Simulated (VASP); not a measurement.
Input of a VASP 6.6.1 run:

File INCAR:

```
SYSTEM = Si5Ge
PREC = Accurate ; ENCUT = 520
EDIFF = 1E-6 ; ISMEAR = 0
SIGMA = 0.1 ; LREAL = .FALSE.
LASPH = .TRUE. ; NELM = 100
ALGO = Normal ; ISIF = 2
LWAVE = .FALSE. ; LCHARG = .TRUE.
GGA = PE ; LELF = .TRUE.
LVHAR = .TRUE. ; NBANDS = 26
```

The input KPOINTS:

```
regular mesh
0
G
  12 12 8
  0 0 0
```

POSCAR

```
Si5Ge
1.0
    4.9382689629      0.0000000000      0.0000000000
   -2.4691344814      4.2766663726      0.0000000000
    0.0000000000      0.0000000000      4.7078266078
Si Ge
5 1
Direct
    0.3333333333      0.6666666667      0.0000000000
    0.6666666667      0.3333333333      0.0000000000
    0.5000000000      0.0000000000      0.5000000000
    0.5000000000      0.5000000000      0.5000000000
    0.0000000000      0.5000000000      0.5000000000
    0.0000000000      0.0000000000      0.0000000000
```

Potentials or basis: VASP PAW PBE potentials, release 64 (Si, Ge_d).

Command:

```sh
$ cat potpaw_PBE.64/Si/POTCAR potpaw_PBE.64/Ge_d/POTCAR > POTCAR
$ mpirun -np 1 vasp_std > vasp.out
```

(1) What does it give for the pressure?

(2) Predict the band gap on the k mesh.

## Answers

(1) -0.1 GPa.

(2) zero (bands 17 and 18 overlap by 4.33 eV).
